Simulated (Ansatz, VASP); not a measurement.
## KCl: VASP beside Ansatz

The input INCAR:

```
SYSTEM = KCl
PREC = Accurate
ENCUT = 520
EDIFF = 1E-6
ISMEAR = -1
SIGMA = 0.02
LREAL = .False.
LASPH = .True.
NELM = 100
ALGO = Normal
ISIF = 2
LWAVE = .False.
LCHARG = .False.
GGA = PE
NBANDS = 15
```

The input KPOINTS:

```
regular mesh
0
Gamma
  8 8 8
  0 0 0
```

POSCAR

```
KCl
1.0
   -0.0853265229      3.1224187657      3.1224187657
    3.1224187657     -0.0853265229      3.1224187657
    3.1224187657      3.1224187657     -0.0853265229
K Cl
1 1
Direct
    0.0000000000      0.0000000000      0.0000000000
    0.5000000000      0.5000000000      0.5000000000
```

Input for Ansatz:

```yaml
crystal:
  lattice:
    - [-0.0853265229, 3.1224187657, 3.1224187657]
    - [3.1224187657, -0.0853265229, 3.1224187657]
    - [3.1224187657, 3.1224187657, -0.0853265229]
  atoms:
    - { symbol: K, position: [0.0, 0.0, 0.0] }
    - { symbol: Cl, position: [0.5, 0.5, 0.5] }
kpoints:
  mp_grid: { grid: [8, 8, 8] }
  band_path:
    path:
      - [0.0, 0.0, 0.0]
      - [0.5, 0.0, 0.5]
      - [0.625, 0.25, 0.625]
      - [0.375, 0.375, 0.75]
      - [0.5, 0.5, 0.5]
      - [0.5, 0.25, 0.75]
    npoints: 1
hamiltonian:
  xc: pbe
scf:
  occupations: { method: fermi_dirac, width: 0.02 }
  n_extra_bands: 4
output:
  forces: true
  stress: true
  eigenvalues: true
```

Change from the starting cell: epitaxial_111 strain +2.0%.

Alike in both runs: task single point; functional PBE; k mesh 8 × 8 × 8; occupations fermi-dirac, width 0.02 eV; no spin polarisation.

|  | VASP | Ansatz |
| --- | --- | --- |
| version | VASP 6.6.1 | Ansatz 0.2.0 |
| potentials or method | VASP PAW PBE potentials, release 64 (K_sv, Cl) | plane waves, PAW |
| plane-wave cutoff (eV) | 520 | 420 |
| valence electrons in the cell | 16 | 16 |

```tsv
	VASP	Ansatz	Ansatz less VASP
gap on the k mesh at the Fermi level (eV)	5.07	5.07	+0.002
pressure (GPa)	0.4	0.4	-0.02
traceless stress, the component that is largest in VASP (GPa)	0.16	0.16	+0.001
```
